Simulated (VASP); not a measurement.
# Mg (Fm-3m) in VASP: further runs

Runs on Mg. Level: PBE. Tasks: single point.

All numbers are computed with VASP 6.6.1; they aren't measurements. Logs are shortened: lines on timing, memory, paths and dates and some standing lists are left out, and cuts for length are marked.

## 1. The cell of the first run

Symmetry: Fm-3m, No. 225, cubic system. The conventional cell has a = 4.458 Å, b = 4.458 Å, c = 4.458 Å, α = 90.00°, β = 90.00°, γ = 90.00°. Mg (site symmetry m-3m) has 12 Mg at 3.15 Å within 4.1 Å.

This isn't the form of Mg at room conditions, which is hcp.

## 2. Single point, PBE (strained)

The input, INCAR:

```
SYSTEM = Mg
PREC = Accurate ; ENCUT = 600
EDIFF = 1E-6 ; ISMEAR = 0
SIGMA = 0.1 ; LREAL = .FALSE.
LASPH = .TRUE. ; NELM = 120
ALGO = Normal ; ISIF = 2
LWAVE = .FALSE. ; LCHARG = .FALSE.
GGA = PE ; NBANDS = 7
GGA_COMPAT = .FALSE.
```

The input, KPOINTS:

```
Automatic mesh
0
G
  16 16 16
  0 0 0
```

The input, POSCAR:

```
Mg
1.0
    0.0000000000      2.2290399443      2.2290399443
    2.2290399443      0.0000000000      2.2290399443
    2.2290399443      2.2290399443      0.0000000000
Mg
1
Direct
    0.0000000000      0.0000000000      0.0000000000
```

Potentials or basis: VASP PAW PBE potentials, release 64 (Mg).

Started as:

```sh
$ cat potpaw_PBE.64/Mg/POTCAR > POTCAR
$ mpirun -np 1 vasp_std > vasp.out
```

OUTCAR:

```text
SYSTEM = Mg
   PREC = Accurate
   ENCUT = 600
   EDIFF = 1E-6
   ISMEAR = 0
   LREAL = .FALSE.
   LASPH = .TRUE.
   NELM = 120
   ISIF = 2
   GGA = PE

 ion  position               nearest neighbor table
   1  0.000  0.000  0.000-

  LATTYP: Found a face centered cubic cell.
 ALAT       =     4.4580798886

  Lattice vectors:

 A1 = (   0.0000000000,   2.2290399443,   2.2290399443)
 A2 = (   2.2290399443,   0.0000000000,   2.2290399443)
 A3 = (   2.2290399443,   2.2290399443,   0.0000000000)

Analysis of symmetry for initial positions (statically):
=====================================================================
 Subroutine PRICEL returns:
 Original cell was already a primitive cell.

 Routine SETGRP: Setting up the symmetry group for a
 face centered cubic supercell.

 Subroutine GETGRP returns: Found 48 space group operations
 (whereof 48 operations were pure point group operations)
 out of a pool of 48 trial point group operations.

The static configuration has the point symmetry O_h .

Analysis of symmetry for dynamics (positions and initial velocities):
=====================================================================
 Subroutine PRICEL returns:
 Original cell was already a primitive cell.

 Routine SETGRP: Setting up the symmetry group for a
 face centered cubic supercell.

 Subroutine GETGRP returns: Found 48 space group operations
 (whereof 48 operations were pure point group operations)
 out of a pool of 48 trial point group operations.

The dynamic configuration has the point symmetry O_h .

 Subroutine INISYM returns: Found 48 space group operations
 (whereof 48 operations are pure point group operations),
 and found     1 'primitive' translations

----------------------------------------------------------------------------------------

                                     Primitive cell

  volume of cell :      22.1505

  direct lattice vectors                    reciprocal lattice vectors
     0.000000000  2.229039944  2.229039944    -0.224311817  0.224311817  0.224311817
     2.229039944  0.000000000  2.229039944     0.224311817 -0.224311817  0.224311817
     2.229039944  2.229039944  0.000000000     0.224311817  0.224311817 -0.224311817

  length of vectors
     3.152338520  3.152338520  3.152338520     0.388519464  0.388519464  0.388519464

  position of ions in fractional coordinates (direct lattice)
     0.000000000  0.000000000  0.000000000

  ion indices of the primitive-cell ions
   primitive index   ion index
                 1           1

----------------------------------------------------------------------------------------

 KPOINTS: Automatic mesh

Automatic generation of k-mesh.
 Grid dimensions read from file:
 generate k-points for:   16   16   16

 Generating k-lattice:

  Cartesian coordinates                     Fractional coordinates (reciprocal lattice)
    -0.014019489  0.014019489  0.014019489     0.062500000  0.000000000  0.000000000
     0.014019489 -0.014019489  0.014019489     0.000000000  0.062500000  0.000000000
     0.014019489  0.014019489 -0.014019489     0.000000000  0.000000000  0.062500000

  Length of vectors
     0.024282466  0.024282466  0.024282466

  Shift w.r.t. Gamma in fractional coordinates (k-lattice)
     0.000000000  0.000000000  0.000000000

 Subroutine IBZKPT returns following result:
 ===========================================

 Found    145 irreducible k-points:

 Following reciprocal coordinates:
            Coordinates               Weight
  0.000000  0.000000  0.000000      1.000000
  0.062500  0.000000  0.000000      8.000000
  0.125000  0.000000  0.000000      8.000000
  0.187500  0.000000  0.000000      8.000000
  0.250000  0.000000  0.000000      8.000000
  0.312500  0.000000  0.000000      8.000000
[... 16 lines left out ...]
 -0.125000  0.062500  0.000000     24.000000
 -0.062500  0.062500  0.000000     12.000000
 [... further k-points ...]
   k-points           NKPTS =    145   k-points in BZ     NKDIM =    145   number of bands    NBANDS=      7
   number of dos      NEDOS =    301   number of ions     NIONS =      1
   total plane-waves  NPLWV =  21952
   dimension x,y,z NGX =    28 NGY =   28 NGZ =   28
   dimension x,y,z NGXF=    56 NGYF=   56 NGZF=   56
   ions per type =               1
   NGX,Y,Z   is equivalent  to a cutoff of  14.77, 14.77, 14.77 a.u.
   NGXF,Y,Z  is equivalent  to a cutoff of  29.53, 29.53, 29.53 a.u.
 SYSTEM =  Mg
   PREC   = accura    normal or accurate (medium, high low for compatibility)
   ISTART =      0    job   : 0-new  1-cont  2-samecut
   ICHARG =      2    charge: 1-file 2-atom 10-const
   ISPIN  =      1    spin polarized calculation?
   LNONCOLLINEAR =      F non collinear calculations
   LSORBIT =      F    spin-orbit coupling
   LASPH  =      T    aspherical Exc in radial PAW
   ENCUT  =  600.0 eV  44.10 Ry    6.64 a.u.   6.30  6.30  6.30*2*pi/ulx,y,z
   NELM   =    120;   NELMIN=  2; NELMDL= -5     # of ELM steps
   EDIFF  = 0.1E-05   stopping-criterion for ELM
   LREAL  =      F    real-space projection
   EDIFFG = 0.1E-04   stopping-criterion for IOM
   NSW    =      0    number of steps for IOM
   IBRION =     -1    ionic relax: 0-MD 1-quasi-New 2-CG
   NFREE  =      0    steps in history (QN), initial steepest desc. (CG)
   ISIF   =      2    stress and relaxation
   ISYM   =      2    0-nonsym 1-usesym 2-fastsym
   POTIM  = 0.5000    time-step for ionic-motion
   TEBEG  =    0.0;   TEEND  =   0.0 temperature during run
   PSTRESS=    0.0 pullay stress
   NELECT =       2.0000    total number of electrons
   NUPDOWN=      -1.0000    fix difference up-down
   EMIN   =  10.00;   EMAX   =-10.00  energy-range for DOS
   EFERMI =   0.00;   METHOD = LEGACY
   ISMEAR =     0;   SIGMA  =   0.10  broadening in eV -4-tet -1-fermi 0-gaus
   EFERMI_NEDOS =   21; number of points for ismear=-14 and -15
   IALGO  =     38    algorithm
   IMIX   =      4    mixing-type and parameters
     AMIX     =   0.40;   BMIX     =  1.00
     AMIX_MAG =   1.60;   BMIX_MAG =  1.00
  volume/ion in A,a.u.               =      22.15       149.48
  Fermi-wavevector in a.u.,A,eV,Ry     =   0.734441  1.387892  7.339034  0.539404
  Thomas-Fermi vector in A             =   1.827395
   LORBIT       =      0    0 simple, 1 ext, 2 COOP (PROOUT), +10 PAW based schemes
   GGA     = PE    functional components
   LHFCALC =     F    Hartree Fock is set to
   AEXX    =    0.0000 exact exchange contribution
   IVDW    =     0    specifies the selected vdW correction
   LEPSILON=     F    determine dielectric tensor
   LRPA    =     F    only Hartree local field effects (RPA)
 non-spin polarized calculation
 Gauss-broadening in eV      SIGMA  =   0.10
  energy-cutoff  :      600.00
  volume of cell :       22.15
 maximum number of plane-waves:       754
 NGX is ok and might be reduce to    28

 number of electron       2.0000000 magnetization

 Free energy of the ion-electron system (eV)
  ---------------------------------------------------
  ext. energy  EPLUGINS =         0.00000000
  ---------------------------------------------------
  free energy    TOTEN  =        -1.48890077 eV

  energy without entropy =       -1.48600390  energy(sigma->0) =       -1.48745234

 E-fermi :   2.7987     XC(G=0):  -8.6031

 val. band max:        2.7941088415   @ k =  -0.3750   0.4375   0.1250
 cond. band min:       2.8227661859   @ k =  -0.3125   0.3750   0.1250
 fundamental gap:      0.0286573444
 Fermi energy:         2.7987184142

 k-point     1 :       0.0000    0.0000    0.0000
  band No.  band energies     occupation
      1      -4.2653      2.00000
      2      15.3937      0.00000
      3      15.3937      0.00000
      4      15.3937      0.00000
      5      17.5174      0.00000
      6      17.5174      0.00000
      7      17.5174      0.00000

 k-point     2 :       0.0625    0.0000    0.0000
  band No.  band energies     occupation
      1      -4.1763      2.00000
      2      13.9895      0.00000
      3      15.1990      0.00000
      4      15.1990      0.00000
      5      17.4885      0.00000
      6      17.8612      0.00000
      7      17.8612      0.00000

 k-point     3 :       0.1250    0.0000    0.0000
  band No.  band energies     occupation
      1      -3.9098      2.00000
      2      11.9049      0.00000
      3      14.8275      0.00000
      4      14.8275      0.00000
      5      17.2004      0.00000
      6      18.6791      0.00000
      7      18.6791      0.00000

 k-point     4 :       0.1875    0.0000    0.0000
  band No.  band energies     occupation
      1      -3.4674      2.00000
      2       9.8360      0.00000
      3      14.4882      0.00000
      4      14.4882      0.00000
      5      16.8814      0.00000
      6      18.6291      0.00000
      7      18.6291      0.00000

 k-point     5 :       0.2500    0.0000    0.0000
  band No.  band energies     occupation
      1      -2.8516      2.00000
      2       7.8639      0.00000
      3      14.2485      0.00000
      4      14.2485      0.00000
      5      16.6301      0.00000
      6      17.6026      0.00000
      7      17.6026      0.00000
[... 161 lines left out ...]
 k-point    22 :      -0.1875    0.0625    0.0000
  band No.  band energies     occupation
      1      -3.2030      2.00000
      2       9.2125      0.00000
      3      12.7872      0.00000
      4      15.4506      0.00000
      5      17.2804      0.00000
      6      17.4441      0.00000
      7      18.5220      0.00000

 k-point    23 :      -0.1250    0.0625    0.0000
  band No.  band energies     occupation
      1      -3.7031      2.00000
      2      11.2081      0.00000
      3      13.1875      0.00000
      4      15.6424      0.00000
      5      17.7205      0.00000
      6      18.1604      0.00000
      7      18.4596      0.00000

 k-point    24 :      -0.0625    0.0625    0.0000
  band No.  band energies     occupation
      1      -4.0282      2.00000
      2      13.0443      0.00000
      3      13.9052      0.00000
      4      15.6243      0.00000
      5      17.6813      0.00000
      6      17.8165      0.00000
      7      18.4350      0.00000

 [... further k-points ...]

------------------------ aborting loop because EDIFF is reached ----------------------------------------

  FORCE on cell =-STRESS in cart. coord.  units (eV):
  Direction    XX          YY          ZZ          XY          YZ          ZX
  --------------------------------------------------------------------------------------
  -------------------------------------------------------------------------------------
  Total        0.2120333      0.2120333      0.2120333     -0.0000000     -0.0000000      0.0000000
  in kB       15.3366700     15.3366700     15.3366700     -0.0000000     -0.0000000      0.0000000
  external PRESSURE =      15.3366700 kB  Pullay stress =       0.0000000 kB

 VOLUME and BASIS-vectors are now :
 -----------------------------------------------------------------------------
  energy-cutoff  :      600.00
  volume of cell :       22.15
      direct lattice vectors                 reciprocal lattice vectors
     0.000000000  2.229039944  2.229039944    -0.224311817  0.224311817  0.224311817
     2.229039944  0.000000000  2.229039944     0.224311817 -0.224311817  0.224311817
     2.229039944  2.229039944  0.000000000     0.224311817  0.224311817 -0.224311817

 POSITION                                       TOTAL-FORCE (eV/Angst)
 -----------------------------------------------------------------------------------
      0.00000      0.00000      0.00000         0.000000      0.000000      0.000000
 -----------------------------------------------------------------------------------
    total drift:                                0.000000     -0.000000     -0.000000

  FREE ENERGIE OF THE ION-ELECTRON SYSTEM (eV)
  ---------------------------------------------------
  free  energy   TOTEN  =        -1.4889007711 eV

  energy  without entropy=       -1.4860038998  energy(sigma->0) =       -1.48745234
```

Run time: 35 s. Hardware: 1 thread of Intel Xeon 8259CL, shared host; peak memory 0.17 GiB.

Results:

- Free energy: -1.4889 eV
- Pressure: 1.5 GPa
- Band gap on the k mesh: zero (bands 1 and 2 overlap by 2.75 eV)

Caveat: the cell differs from its parent crystal (strained).

## 3. Single point, PBE

This run uses another cell than the first one: it holds 4 atoms, not 1.

The input, INCAR:

```
PREC = Accurate
ENCUT = 520
EDIFF = 1E-6
ISMEAR = 0
SIGMA = 0.15
LREAL = F
LASPH = T
NELM = 100
ALGO = Fast
ISIF = 2
LWAVE = F
LCHARG = T
GGA = PE
LELF = T
LVHAR = T
NBANDS = 12
```

The input, KPOINTS:

```
regular mesh
0
Gamma
  8 8 8
```

The input, POSCAR:

```
Mg
1.0
    4.5221932689      0.0000000000      0.0000000000
    0.0000000000     -4.5221932689      0.0000000000
    0.0000000000      0.0000000000     -4.5221932689
Mg
4
Direct
    0.0000000000      0.5000000000      0.5000000000
    0.5000000000      0.0000000000      0.5000000000
    0.5000000000      0.5000000000      0.0000000000
    0.0000000000      0.0000000000      0.0000000000
```

Potentials or basis: VASP PAW PBE potentials, release 64 (Mg).

Started as:

```sh
$ cat potpaw_PBE.64/Mg/POTCAR > POTCAR
$ mpirun -np 1 vasp_std > vasp.out
```

Run time: 38 s. Hardware: 1 thread of Intel Xeon 8259CL, shared host; peak memory 0.21 GiB.

It converged, with:

| Quantity | Value |
| --- | --- |
| Free energy | -5.9938 eV |
| Pressure | -0.2 GPa |
| Band gap on the k mesh | zero (bands 4 and 5 overlap by 2.73 eV) |

Levels at points of the mesh, in eV from the Fermi level:
| k point | band 2 | band 3 | band 4 | band 5 | band 6 | band 7 |
| --- | --- | --- | --- | --- | --- | --- |
| (0.00, 0.00, 0.00) | -0.19 | -0.19 | -0.19 | 0.82 | 0.82 | 0.82 |
| (0.50, 0.00, 0.00) | -5.03 | 1.47 | 1.47 | 1.47 | 1.47 | 2.01 |
| (0.50, 0.50, 0.00) | -3.24 | -3.24 | -3.24 | 3.14 | 3.14 | 3.14 |
| (0.50, 0.50, 0.50) | -1.66 | -1.66 | -1.66 | -1.26 | -1.26 | -1.26 |

## 4. Single point, PBE

This run uses another cell than the first one, of 22.61 Å³/atom.

The input, INCAR:

```
PREC = Accurate
ENCUT = 600
EDIFF = 1E-6
ISMEAR = 0
SIGMA = 0.1
LREAL = False
LASPH = True
NELM = 120
ALGO = Normal
ISIF = 2
LWAVE = False
LCHARG = False
GGA = PE
NBANDS = 7
GGA_COMPAT = False
```

The input, KPOINTS:

```
Automatic mesh
0
Gamma
  14 14 14
```

The input, POSCAR:

```
Mg
1.0
    0.0000000000      2.2442560000      2.2442560000
    2.2442560000      0.0000000000      2.2442560000
    2.2442560000      2.2442560000      0.0000000000
Mg
1
Direct
   -0.0562079371     -0.0155396711      0.0810223967
```

Started as:

```sh
$ cat potpaw_PBE.64/Mg/POTCAR > POTCAR
$ mpirun -np 1 vasp_std > vasp.out
```

Wall time 18 s (1 thread of Intel Xeon 8259CL, shared host); peak memory 0.16 GiB.

The run converged. Its results:

```
Free energy            : -1.4978 eV
Pressure               : 0.8 GPa
Band gap on the k mesh : zero (bands 1 and 2 overlap by 2.29 eV)
```

Levels at points of the mesh, in eV from the Fermi level:
```
           k point  band 1  band 2  band 3  band 4  band 5  band 6
(0.00, 0.00, 0.00)   -6.98   12.46   12.46   12.46   14.48   14.48
(0.50, 0.00, 0.00)   -1.72   -1.28   11.36   11.36   12.25   12.25
(0.50, 0.50, 0.00)   -0.22    0.82    6.13    7.03    7.03    9.94
```

## 5. Single point, PBE

This run uses another cell than the first one, of 22.61 Å³/atom.

The input, INCAR:

```
SYSTEM = Mg
PREC = Accurate
ENCUT = 600
EDIFF = 1E-6
ISMEAR = 0
SIGMA = 0.1
LREAL = .False.
LASPH = .True.
NELM = 120
ALGO = Normal
ISIF = 2
LWAVE = .False.
LCHARG = .False.
GGA = PE
NBANDS = 7
GGA_COMPAT = .False.
```

The input, KPOINTS:

```
Automatic mesh
0
Gamma
  14 14 14
  0 0 0
```

Edit POSCAR of step 4 so:

```diff
@@ -8,2 +8,2 @@
 Direct
-   -0.0562079371     -0.0155396711      0.0810223967
+    0.0200511885      0.0200511885     -0.0200511885
```

Started as:

```sh
$ cat potpaw_PBE.64/Mg/POTCAR > POTCAR
$ mpirun -np 1 vasp_std > vasp.out
```

Run time: 17 s. Hardware: 1 thread of Intel Xeon 8259CL, shared host; peak memory 0.17 GiB.

It converged, with:

| Item | Value |
| --- | --- |
| Free energy | -1.4978 eV |
| Pressure | 0.8 GPa |
| Band gap on the k mesh | zero (bands 1 and 2 overlap by 2.29 eV) |

Levels at points of the mesh, in eV from the Fermi level:
```csv
k point,band 1,band 2,band 3,band 4,band 5
"(0.00, 0.00, 0.00)",-6.98,12.46,12.46,12.46,14.48
"(0.50, 0.00, 0.00)",-1.72,-1.28,11.36,11.36,12.25
"(0.50, 0.50, 0.00)",-0.22,0.82,6.13,7.03,7.03
```

(Continued in part 2 of 2.)
